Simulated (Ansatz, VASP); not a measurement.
## One calculation of Os, two programs

```
Os
1.0
     2.71752    0.00000    0.00000
    -1.35876    2.35345    0.00000
     0.00000    0.00000    4.28446
Os
2
Direct
  0.33333 0.66667 0.25000
  0.66667 0.33333 0.75000
```

Alike in both runs: task single point; functional LDA; k mesh 13 × 13 × 8; occupations fermi-dirac, width 0.01 eV; no spin polarisation.

|  | VASP | Ansatz |
| --- | --- | --- |
| version | VASP 6.6.1 | Ansatz 0.2.0 |
| potentials or method | VASP PAW LDA potentials, release 64 (Os_sv_GW), cutoff 500 eV | plane waves (420 eV) with PAW, scalar-relativistic |
| valence electrons in the cell | 32 | 32 |

```tsv
	VASP	Ansatz	Ansatz less VASP
pressure (GPa)	-0.8	-0.1	+0.72
traceless stress, the component that is largest in VASP (GPa)	-0.55	-0.71	-0.161
```

Ansatz warns that its potentials were made for another functional, while VASP's fit it. LDA's correlation is that of Perdew and Zunger in VASP and of Perdew and Wang (1992) in Ansatz.

Spin-orbit coupling is off throughout.
